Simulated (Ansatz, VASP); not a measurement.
## Two plane-wave programs on CsH

File INCAR:

```
PREC = Accurate ; ENCUT = 500
EDIFF = 1E-6 ; ISMEAR = 0
SIGMA = 0.01 ; LREAL = False
LASPH = True ; NELM = 120
ALGO = Normal ; ISIF = 2
LWAVE = False ; LCHARG = True
LELF = True ; LVHAR = True
NBANDS = 12 ; GGA_COMPAT = False
```

File KPOINTS:

```
Automatic mesh
0
Gamma
  4 4 4
```

POSCAR

```
CsH
1.0
    0.0000000000      3.1880000000      3.1880000000
    3.1880000000      0.0000000000      3.1880000000
    3.1880000000      3.1880000000      0.0000000000
Cs H
1 1
Direct
    0.0000000000      0.0100000000      0.0000000000
    0.5000000000      0.5000000000      0.5000000000
```

Input for Ansatz:

```yaml
crystal:
  lattice:
    - [0.0, 3.188, 3.188]
    - [3.188, 0.0, 3.188]
    - [3.188, 3.188, 0.0]
  atoms:
    - { symbol: Cs, position: [0.0, 0.01, 0.0] }
    - { symbol: H, position: [0.5, 0.5, 0.5] }
kpoints:
  mp_grid:
    grid: [4, 4, 4]
    shift: [0.0, 0.0, 0.0]
hamiltonian:
  xc: lda
scf:
  occupations:
    method: fixed
output:
  forces: true
```

Alike in both runs: task single point; functional LDA; k mesh 4 × 4 × 4; no spin polarisation.

|  | VASP | Ansatz |
| --- | --- | --- |
| version | VASP 6.6.1 | Ansatz 0.2.0 |
| potentials or method | VASP PAW LDA potentials, release 64 (Cs_sv, H) | plane waves, PAW |
| plane-wave cutoff (eV) | 500 | 420 |
| occupations | gaussian, width 0.01 eV | fixed |
| valence electrons in the cell | 10 | 10 |

|  | VASP | Ansatz | Ansatz less VASP |
| --- | --- | --- | --- |
| rms of the force components (eV/Å) | 0.012 | 0.011 | -0.0002 |

LDA's correlation is that of Perdew and Zunger in VASP and of Perdew and Wang (1992) in Ansatz. Atom by atom the forces differ by 0.000 eV/Å (rms over components).

The k mesh is coarse, so the values compare programs but aren't converged. Neither program's run includes spin-orbit coupling.
